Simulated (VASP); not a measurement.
## Ir: electric field gradients with PBE

The system is Ir.

```
Ir
1.0
     0.00000    1.91328    1.91328
     1.91328    0.00000    1.91328
     1.91328    1.91328    0.00000
Ir
1
Direct
  0.00000 0.00000 0.00000
```

This cell differs from its parent crystal: volume scaled by 0.99.

| Property | Result |
| --- | --- |
| Program | VASP 6.6.1 |
| Task | electric field gradients |
| Functional | PBE |
| Potentials or basis | VASP PAW PBE potentials, release 64 (Ir) |
| Cutoff | 520 eV |
| k mesh | 15 × 15 × 15 |
| Occupations | fermi-dirac, width 0.05 eV |
| Spin | no spin polarisation |
| Dipole correction | no |
| Further INCAR settings | ALGO = Normal; EDIFF = 1e-08; NBANDS = 10 |

The pressure is 13.6 GPa.

Levels at points of the mesh, in eV from the Fermi level:
```tsv
k point	band 1	band 2	band 3	band 4	band 5	band 6	band 7	band 8	band 9
(0.00, 0.00, 0.00)	-11.28	-4.00	-4.00	-4.00	-1.27	-1.27	14.25	19.90	19.90
```

Run time: 13 s on 1 thread of AMD EPYC 7R13 Processor (Zen 3), on a shared host, peak memory 0.11 GiB.

Caveat: without QUAD_EFG the Cq values of the log hold for a quadrupole moment of 1 mb, not for the nuclei; spin-orbit coupling is left out, which moves the levels of the heavy elements.
